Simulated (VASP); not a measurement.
A run of VASP 6.6.1 is set up as follows.

Contents of INCAR:

```
SYSTEM = WSe4
PREC = Accurate
ENCUT = 520
EDIFF = 1E-6
ISMEAR = 0
SIGMA = 0.1
LREAL = .FALSE.
LASPH = .TRUE.
NELM = 60
ALGO = Normal
ISIF = 2
LWAVE = .FALSE.
LCHARG = .FALSE.
GGA = PE
NBANDS = 27
```

KPOINTS

```
Automatic mesh
0
G
  8 8 8
  0 0 0
```

Contents of POSCAR:

```
WSe4
1.0
   -3.5222340612      3.5222340612      3.5222340612
    3.5222340612     -3.5222340612      3.5222340612
    3.5222340612      3.5222340612     -3.5222340612
W Se
1 4
Direct
    0.0000000000      0.0000000000      0.0000000000
    0.0000000000      0.6178090492      0.0000000000
    0.3821909508      0.3821909508      0.3821909508
    0.0000000000      0.0000000000      0.6178090492
    0.6178090492      0.0000000000      0.0000000000
```

Potentials or basis: VASP PAW PBE potentials, release 64 (W_sv, Se).

Launch:

```bash
$ cat potpaw_PBE.64/W_sv/POTCAR potpaw_PBE.64/Se/POTCAR > POTCAR
$ mpirun -np 1 vasp_std > vasp.out
```

Problem. Estimate the largest force.

Solution. 0.034 eV/Å.

Problem. What does it give for the band gap on the k mesh?

Solution. Zero (band 19 reaches 1.07 eV, above the bottom of band 20 at -0.95 eV).

Problem. Estimate the pressure.

Solution. 0.1 GPa.

Forces on the atoms (eV/Å):
```
W    0.000  0.000  0.000
Se  -0.019  0.019 -0.019
Se   0.019  0.019  0.019
Se  -0.019 -0.019  0.019
Se   0.019 -0.019 -0.019
```

Caveat: spin-orbit coupling is left out, which moves the levels of the heavy elements.
